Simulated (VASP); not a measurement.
# TiC (Fm-3m) in VASP: settings compared

Aim: see how the results for TiC move with the level of theory and the settings. Levels: r2SCAN, PBE. Tasks: single point.

Everything below comes from runs of VASP 6.6.1. Logs are shortened: lines on timing, memory, paths and dates and some standing lists are left out, and cuts for length are marked.

## 1. The cell of the first run

It takes space group Fm-3m (No. 225, cubic). The conventional cell has a = 4.331 Å, b = 4.331 Å, c = 4.331 Å, α = 90.00°, β = 90.00°, γ = 90.00°. Ti (site symmetry m-3m) has 6 C at 2.17 Å within 2.9 Å. Within 2.9 Å of C (site symmetry m-3m) lie 6 Ti at 2.17 Å.

## 2. Single point, r2SCAN

Contents of POSCAR:

```
TiC
1.0
    0.0000000000      2.1657188437      2.1657188437
    2.1657188437      0.0000000000      2.1657188437
    2.1657188437      2.1657188437      0.0000000000
Ti C
1 1
Direct
    0.0000000000      0.0000000000      0.0000000000
    0.5000000000      0.5000000000      0.5000000000
```

Contents of INCAR.step1:

```
SYSTEM = TiC
ALGO = Normal
EDIFF = 1E-4
ENCUT = 520
GGA = PE
ISMEAR = -1
LASPH = .TRUE.
LCHARG = .FALSE.
LREAL = .FALSE.
LWAVE = .TRUE.
NBANDS = 15
NELM = 60
PREC = Accurate
SIGMA = 0.05
```

Contents of INCAR.step2:

```
SYSTEM = TiC
ALGO = Normal
EDIFF = 1E-7
ENCUT = 520
ISIF = 2
ISMEAR = -1
ISTART = 1
LASPH = .TRUE.
LCHARG = .TRUE.
LELF = .TRUE.
LMIXTAU = .TRUE.
LREAL = .FALSE.
LVHAR = .TRUE.
LWAVE = .FALSE.
METAGGA = R2SCAN
NBANDS = 15
NELM = 60
PREC = Accurate
SIGMA = 0.05
```

Contents of KPOINTS:

```
k-points
0
G
  11 11 11
  0 0 0
```

Potentials or basis: VASP PAW PBE potentials, release 64 (Ti_sv, C).

Command:

```sh
$ cat potpaw_PBE.64/Ti_sv/POTCAR potpaw_PBE.64/C/POTCAR > POTCAR
$ cp INCAR.step1 INCAR
$ mpirun -np 1 vasp_std > vasp.out
$ cp INCAR.step2 INCAR
$ mpirun -np 1 vasp_std > vasp.out
```

OUTCAR:

```text
SYSTEM = TiC
   EDIFF = 1E-7
   ENCUT = 520
   ISIF = 2
   ISMEAR = -1
   ISTART = 1
   LASPH = .TRUE.
   LREAL = .FALSE.
   METAGGA = R2SCAN
   NELM = 60
   PREC = Accurate

 ion  position               nearest neighbor table
   1  0.000  0.000  0.000-   2 2.17   2 2.17   2 2.17   2 2.17   2 2.17   2 2.17
   2  0.500  0.500  0.500-   1 2.17   1 2.17   1 2.17   1 2.17   1 2.17   1 2.17

  LATTYP: Found a face centered cubic cell.
 ALAT       =     4.3314376874

  Lattice vectors:

 A1 = (   0.0000000000,   2.1657188437,   2.1657188437)
 A2 = (   2.1657188437,   0.0000000000,   2.1657188437)
 A3 = (   2.1657188437,   2.1657188437,   0.0000000000)

Analysis of symmetry for initial positions (statically):
=====================================================================
 Subroutine PRICEL returns:
 Original cell was already a primitive cell.

 Routine SETGRP: Setting up the symmetry group for a
 face centered cubic supercell.

 Subroutine GETGRP returns: Found 48 space group operations
[... 9 lines left out ...]

 Routine SETGRP: Setting up the symmetry group for a
 face centered cubic supercell.

 Subroutine GETGRP returns: Found 48 space group operations
[... 11 lines left out ...]
                                     Primitive cell

  volume of cell :      20.3159

  direct lattice vectors                    reciprocal lattice vectors
     0.000000000  2.165718844  2.165718844    -0.230870227  0.230870227  0.230870227
     2.165718844  0.000000000  2.165718844     0.230870227 -0.230870227  0.230870227
     2.165718844  2.165718844  0.000000000     0.230870227  0.230870227 -0.230870227

  length of vectors
     3.062788961  3.062788961  3.062788961     0.399878962  0.399878962  0.399878962

  position of ions in fractional coordinates (direct lattice)
[... 8 lines left out ...]
----------------------------------------------------------------------------------------

 KPOINTS: k-points

Automatic generation of k-mesh.
 Grid dimensions read from file:
 generate k-points for:   11   11   11

 Generating k-lattice:

  Cartesian coordinates                     Fractional coordinates (reciprocal lattice)
    -0.020988202  0.020988202  0.020988202     0.090909091  0.000000000  0.000000000
     0.020988202 -0.020988202  0.020988202     0.000000000  0.090909091  0.000000000
     0.020988202  0.020988202 -0.020988202     0.000000000  0.000000000  0.090909091

  Length of vectors
     0.036352633  0.036352633  0.036352633

  Shift w.r.t. Gamma in fractional coordinates (k-lattice)
     0.000000000  0.000000000  0.000000000

 Subroutine IBZKPT returns following result:
 ===========================================

 Found     56 irreducible k-points:

 Following reciprocal coordinates:
            Coordinates               Weight
  0.000000  0.000000  0.000000      1.000000
  0.090909  0.000000  0.000000      8.000000
  0.181818  0.000000  0.000000      8.000000
  0.272727  0.000000  0.000000      8.000000
  0.363636  0.000000  0.000000      8.000000
  0.454545  0.000000  0.000000      8.000000
[... 16 lines left out ...]
 -0.272727  0.181818  0.000000     24.000000
 -0.181818  0.181818  0.000000     12.000000
 [... further k-points ...]
   k-points           NKPTS =     56   k-points in BZ     NKDIM =     56   number of bands    NBANDS=     15
   number of dos      NEDOS =    301   number of ions     NIONS =      2
   total plane-waves  NPLWV =  13824
   dimension x,y,z NGX =    24 NGY =   24 NGZ =   24
   dimension x,y,z NGXF=    48 NGYF=   48 NGZF=   48
   ions per type =               1   1
   NGX,Y,Z   is equivalent  to a cutoff of  13.03, 13.03, 13.03 a.u.
   NGXF,Y,Z  is equivalent  to a cutoff of  26.05, 26.05, 26.05 a.u.
 SYSTEM =  TiC
   PREC   = accura    normal or accurate (medium, high low for compatibility)
   ISTART =      1    job   : 0-new  1-cont  2-samecut
   ICHARG =      0    charge: 1-file 2-atom 10-const
   ISPIN  =      1    spin polarized calculation?
   LNONCOLLINEAR =      F non collinear calculations
   LSORBIT =      F    spin-orbit coupling
   LASPH  =      T    aspherical Exc in radial PAW
   ENCUT  =  520.0 eV  38.22 Ry    6.18 a.u.   5.69  5.69  5.69*2*pi/ulx,y,z
   NELM   =     60;   NELMIN=  2; NELMDL=  0     # of ELM steps
   EDIFF  = 0.1E-06   stopping-criterion for ELM
   LREAL  =      F    real-space projection
   EDIFFG = 0.1E-05   stopping-criterion for IOM
   NSW    =      0    number of steps for IOM
   IBRION =     -1    ionic relax: 0-MD 1-quasi-New 2-CG
   NFREE  =      0    steps in history (QN), initial steepest desc. (CG)
   ISIF   =      2    stress and relaxation
   ISYM   =      2    0-nonsym 1-usesym 2-fastsym
   POTIM  = 0.5000    time-step for ionic-motion
   TEBEG  =    0.0;   TEEND  =   0.0 temperature during run
   PSTRESS=    0.0 pullay stress
   NELECT =      16.0000    total number of electrons
   NUPDOWN=      -1.0000    fix difference up-down
   EMIN   =  10.00;   EMAX   =-10.00  energy-range for DOS
   EFERMI =   0.00;   METHOD = LEGACY
   ISMEAR =    -1;   SIGMA  =   0.05  broadening in eV -4-tet -1-fermi 0-gaus
   EFERMI_NEDOS =   21; number of points for ismear=-14 and -15
   IALGO  =     38    algorithm
   IMIX   =      4    mixing-type and parameters
     AMIX     =   0.40;   BMIX     =  1.00
     AMIX_MAG =   1.60;   BMIX_MAG =  1.00
  volume/ion in A,a.u.               =      10.16        68.55
  Fermi-wavevector in a.u.,A,eV,Ry     =   1.511829  2.856943 31.097854  2.285628
  Thomas-Fermi vector in A             =   2.621834
   LORBIT       =      0    0 simple, 1 ext, 2 COOP (PROOUT), +10 PAW based schemes
   METAGGA = R2SCAN    functional components
   LHFCALC =     F    Hartree Fock is set to
   AEXX    =    0.0000 exact exchange contribution
   IVDW    =     0    specifies the selected vdW correction
   LEPSILON=     F    determine dielectric tensor
   LRPA    =     F    only Hartree local field effects (RPA)
 non-spin polarized calculation
  energy-cutoff  :      520.00
  volume of cell :       20.32
 maximum number of plane-waves:       560
   NGX = 11   NGY = 11   NGZ = 11

 number of electron      16.0000000 magnetization

 Free energy of the ion-electron system (eV)
  ---------------------------------------------------
  ext. energy  EPLUGINS =         0.00000000
  ---------------------------------------------------
  free energy    TOTEN  =       -24.86968823 eV

  energy without entropy =      -24.86724244  energy(sigma->0) =      -24.86846534

 E-fermi :   9.5679     XC(G=0): -13.5889

 val. band max:        9.5369248059   @ k =   0.1818   0.1818   0.0000
 cond. band min:       9.6107497153   @ k =   0.0909   0.0000   0.0000
 fundamental gap:      0.0738249095
 Fermi energy:         9.5679284790

 k-point     1 :       0.0000    0.0000    0.0000
  band No.  band energies     occupation
      1     -49.4897      2.00000
      2     -24.4676      2.00000
      3     -24.4676      2.00000
      4     -24.4675      2.00000
      5      -3.7171      2.00000
      6      10.3527      0.00000
      7      10.3527      0.00000
      8      10.3528      0.00000
      9      11.1549      0.00000
     10      11.1549      0.00000
     11      11.1549      0.00000
     12      11.2060      0.00000
     13      11.2060      0.00000
     14      20.6851      0.00000
     15      24.3211      0.00000

 k-point     2 :       0.0909    0.0000    0.0000
  band No.  band energies     occupation
      1     -49.4837      2.00000
      2     -24.5099      2.00000
      3     -24.4714      2.00000
      4     -24.4713      2.00000
      5      -3.5263      2.00000
      6       9.4073      1.92264
      7       9.6107      0.59617
      8       9.6108      0.59606
      9      10.6322      0.00000
     10      10.6322      0.00000
     11      11.6608      0.00000
     12      12.7540      0.00000
     13      12.7540      0.00000
     14      21.0303      0.00000
     15      24.3369      0.00000

 k-point     3 :       0.1818    0.0000    0.0000
  band No.  band energies     occupation
      1     -49.4678      2.00000
      2     -24.6220      2.00000
      3     -24.4815      2.00000
      4     -24.4814      2.00000
      5      -2.9792      2.00000
      6       7.8549      2.00000
      7       8.3864      2.00000
      8       8.3865      2.00000
      9      11.0132      0.00000
     10      11.0132      0.00000
     11      12.1618      0.00000
     12      14.3913      0.00000
     13      14.3913      0.00000
     14      21.5663      0.00000
     15      24.2624      0.00000

 k-point     4 :       0.2727    0.0000    0.0000
  band No.  band energies     occupation
      1     -49.4468      2.00000
      2     -24.7660      2.00000
      3     -24.4947      2.00000
      4     -24.4946      2.00000
      5      -2.1499      2.00000
      6       6.1982      2.00000
      7       7.4126      2.00000
      8       7.4126      2.00000
      9      11.5863      0.00000
     10      11.5863      0.00000
     11      12.6446      0.00000
     12      15.9243      0.00000
     13      15.9243      0.00000
     14      20.9364      0.00000
     15      24.9517      0.00000
[... 307 lines left out ...]
 k-point    22 :      -0.3636    0.1818    0.0000
  band No.  band energies     occupation
      1     -49.4090      2.00000
      2     -24.9003      2.00000
      3     -24.6269      2.00000
      4     -24.5265      2.00000
      5      -0.6093      2.00000
      6       4.2937      2.00000
      7       6.4530      2.00000
      8       6.5971      2.00000
      9      12.2678      0.00000
     10      12.5835      0.00000
     11      13.5606      0.00000
     12      15.7724      0.00000
     13      17.6393      0.00000
     14      20.4326      0.00000
     15      24.2188      0.00000

 k-point    23 :      -0.2727    0.1818    0.0000
  band No.  band energies     occupation
      1     -49.4219      2.00000
      2     -24.8323      2.00000
      3     -24.6163      2.00000
      4     -24.5045      2.00000
      5      -1.2201      2.00000
      6       5.0183      2.00000
      7       6.7220      2.00000
      8       6.8824      2.00000
      9      11.7194      0.00000
     10      12.6211      0.00000
     11      13.5013      0.00000
     12      14.8221      0.00000
     13      17.7382      0.00000
     14      21.1828      0.00000
     15      23.7677      0.00000

 k-point    24 :      -0.1818    0.1818    0.0000
  band No.  band energies     occupation
      1     -49.4397      2.00000
      2     -24.7487      2.00000
      3     -24.5769      2.00000
      4     -24.4862      2.00000
      5      -1.9639      2.00000
      6       6.0205      2.00000
      7       7.1064      2.00000
      8       7.4906      2.00000
      9      11.2384      0.00000
     10      12.2917      0.00000
     11      13.2612      0.00000
     12      14.0410      0.00000
     13      17.0475      0.00000
     14      22.0106      0.00000
     15      23.5898      0.00000

 [... further k-points ...]
[... 5 lines left out ...]
  --------------------------------------------------------------------------------------
  -------------------------------------------------------------------------------------
  Total        0.0386523      0.0386523      0.0386523     -0.0000000      0.0000000      0.0000000
  in kB        3.0482402      3.0482402      3.0482402     -0.0000000      0.0000000      0.0000000
  external PRESSURE =       3.0482402 kB  Pullay stress =       0.0000000 kB

 VOLUME and BASIS-vectors are now :
 -----------------------------------------------------------------------------
  energy-cutoff  :      520.00
  volume of cell :       20.32
      direct lattice vectors                 reciprocal lattice vectors
     0.000000000  2.165718844  2.165718844    -0.230870227  0.230870227  0.230870227
     2.165718844  0.000000000  2.165718844     0.230870227 -0.230870227  0.230870227
     2.165718844  2.165718844  0.000000000     0.230870227  0.230870227 -0.230870227

 POSITION                                       TOTAL-FORCE (eV/Angst)
 -----------------------------------------------------------------------------------
      0.00000      0.00000      0.00000         0.000000      0.000000      0.000000
      2.16572      2.16572      2.16572        -0.000000     -0.000000      0.000000
 -----------------------------------------------------------------------------------
    total drift:                                0.000000     -0.000000     -0.000000

  FREE ENERGIE OF THE ION-ELECTRON SYSTEM (eV)
  ---------------------------------------------------
  free  energy   TOTEN  =       -24.8696882302 eV

  energy  without entropy=      -24.8672424430  energy(sigma->0) =      -24.86846534
```

It took 58 s on 1 thread of AMD EPYC 7R13, shared host; peak memory 0.16 GiB.

Results:

```yaml
Free_energy: -24.8697 eV
Pressure: 0.3 GPa
Band_gap_on_the_k_mesh: zero (band 8 reaches 10.35 eV, above the bottom of band 9 at 9.02 eV)
```

Caveat: the PAW data sets were made with another functional, which shifts forces and pressure a little.

## 3. Single point, r2SCAN

This run uses another cell than the first one, of 10.36 Å³/atom, 1.020 times its volume.

Contents of POSCAR:

```
TiC
1.0
    0.0000000000      2.1800617706      2.1800617706
    2.1800617706      0.0000000000      2.1800617706
    2.1800617706      2.1800617706      0.0000000000
Ti C
1 1
Direct
    0.0000000000      0.0000000000      0.0000000000
    0.5000000000      0.5000000000      0.5000000000
```

Contents of INCAR.step1:

```
PREC     = Accurate       # precision mode
ENCUT    = 520            # plane-wave cutoff, eV
ISMEAR   = -1             # smearing method
SIGMA    = 0.05           # smearing width, eV
LREAL    = False          # projectors in reciprocal space
LASPH    = True           # aspherical terms in the spheres
NELM     = 60             # most SCF steps
NBANDS   = 15             # bands
GGA      = PE             # functional
ALGO     = Normal         # electronic algorithm
EDIFF    = 1E-4           # SCF threshold, eV
LWAVE    = True           # write WAVECAR
LCHARG   = False          # write CHGCAR
```

Contents of INCAR.step2:

```
PREC     = Accurate       # precision mode
ENCUT    = 520            # plane-wave cutoff, eV
EDIFF    = 1E-6           # SCF threshold, eV
ISMEAR   = -1             # smearing method
SIGMA    = 0.05           # smearing width, eV
LREAL    = False          # projectors in reciprocal space
LASPH    = True           # aspherical terms in the spheres
NELM     = 60             # most SCF steps
ALGO     = Normal         # electronic algorithm
ISIF     = 2              # what is computed and relaxed
LWAVE    = False          # write WAVECAR
LCHARG   = False          # write CHGCAR
METAGGA  = R2SCAN         # meta-GGA
LMIXTAU  = True         
NBANDS   = 15             # bands
ISTART   = 1
```

Contents of KPOINTS:

```
Automatic mesh
0
Gamma
  11 11 11
```

Potentials or basis: VASP PAW PBE potentials, release 64 (Ti_sv, C).

Command:

```sh
$ cat potpaw_PBE.64/Ti_sv/POTCAR potpaw_PBE.64/C/POTCAR > POTCAR
$ cp INCAR.step1 INCAR
$ mpirun -np 1 vasp_std > vasp.out
$ cp INCAR.step2 INCAR
$ mpirun -np 1 vasp_std > vasp.out
```

It took 39 s on 1 thread of AMD EPYC 7R13, shared host; peak memory 0.16 GiB.

It converged, with:

```
Free energy            : -24.8643 eV
Pressure               : -4.7 GPa
Band gap on the k mesh : zero (band 8 reaches 10.11 eV, above the bottom of band 9 at 8.79 eV)
```

Levels at points of the mesh, in eV from the Fermi level:
```
           k point  band 6  band 7  band 8  band 9  band 10  band 11
(0.00, 0.00, 0.00)    0.77    0.77    0.77    1.56     1.56     1.56
```

Caveat: the PAW data sets were made with another functional, which shifts forces and pressure a little.

(Continued in part 2 of 2.)
